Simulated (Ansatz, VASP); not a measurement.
## Two plane-wave programs on In4Sb

```
In Sb
1.0
     4.44002   -5.22778    0.00000
     4.44002    5.22778    0.00000
     0.00000    0.00000    3.28240
In Sb
4 1
Direct
  0.16929 0.16929 0.50000
  0.83071 0.83071 0.50000
  0.00000 0.50000 0.00000
  0.50000 0.00000 0.00000
  0.50000 0.50000 0.00000
```

Alike in both runs: functional PBE; k mesh 6 × 6 × 12; occupations gaussian, width 0.1 eV; no spin polarisation.

Ansatz relaxed the structure, and its values are those at the end. VASP's run is a single point on that final structure, the one shown.

|  | VASP | Ansatz |
| --- | --- | --- |
| version | VASP 6.6.1 | Ansatz 0.2.0 |
| potentials or method | VASP PAW PBE potentials, release 64 (In_d, Sb), cutoff 520 eV | scalar-relativistic, plane waves, PAW |
| valence electrons in the cell | 57 | 67 |

```csv
,VASP,Ansatz,Ansatz less VASP
gap on the k mesh at the Fermi level (eV),none,none,-
pressure (GPa),-0.1,0.0,+0.03
```

A gap of «none» marks a metal or a gap that the smearing closes. VASP's potentials hold 57 valence electrons a cell and Ansatz's 67, so a difference there can come from the potentials and not from the codes.

Spin-orbit coupling is off throughout.
